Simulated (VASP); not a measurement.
Set up this calculation in VASP 6.6.1, as the native input.

```
Task                   : single point
Functional             : PBEsol
Potentials or basis    : VASP PAW PBE potentials, release 64 (Ni_sv_GW, O)
Cutoff                 : 700 eV
k mesh                 : 6 × 6 × 6
Occupations            : gaussian, width 0.05 eV
Spin                   : collinear spin, ferromagnetic start
Starting moments       : [0.5, 0.0] μB
Hubbard terms          : Ni d U = 7.2 eV
Dipole correction      : no
Further INCAR settings : ALGO = Normal; EDIFF = 1e-06; NBANDS = 23
```

The structure of NiO lies in POSCAR:

```
NiO
1.0
    0.0000000000      2.0913095126      2.0913095126
    2.0913095126      0.0000000000      2.0913095126
    2.0913095126      2.0913095126      0.0000000000
Ni O
1 1
Direct
    0.0000000000      0.0000000000      0.0000000000
    0.5000000000      0.5000000000      0.5000000000
```

The input as run:

INCAR

```
PREC = Accurate
ENCUT = 700
EDIFF = 1E-6
ISMEAR = 0
SIGMA = 0.05
LREAL = False
LASPH = True
NELM = 200
ALGO = Normal
ISIF = 2
LWAVE = False
LCHARG = True
ISPIN = 2
MAGMOM = 0.5 0
LORBIT = 11
LMAXMIX = 4
LDAU = True
LDAUTYPE = 2
LDAUL = 2 -1
LDAUU = 7.2 0
LDAUJ = 0 0
LDAUPRINT = 1
GGA = PS
LELF = True
LVHAR = True
NBANDS = 23
GGA_COMPAT = False
```

KPOINTS

```
Automatic mesh
0
Gamma
  6 6 6
```

Potentials or basis: VASP PAW PBE potentials, release 64 (Ni_sv_GW, O).

Command:

```bash
$ cat potpaw_PBE.64/Ni_sv_GW/POTCAR potpaw_PBE.64/O/POTCAR > POTCAR
$ mpirun -np 1 vasp_std > vasp.out
```

It gave:

- Pressure: 0.6 GPa
- Band gap on the k mesh: 2.32 eV (least direct gap 3.64 eV)
- Net moment: 2.00 μB per cell
- Site moments: Ni +1.80; O +0.16 μB
- Valence electrons inside the program's atomic spheres: Ni 16.12; O 5.02

Caveat: the k points lie up to 0.43 Å⁻¹ apart; the PAW data sets were made with another functional, which shifts forces and pressure a little; a cell with one magnetic atom can't hold antiferromagnetic order, which such compounds often take.

Wall time 30 s on 1 thread of AMD EPYC 7R13 Processor (Zen 3), on a shared host, peak memory 0.16 GiB.
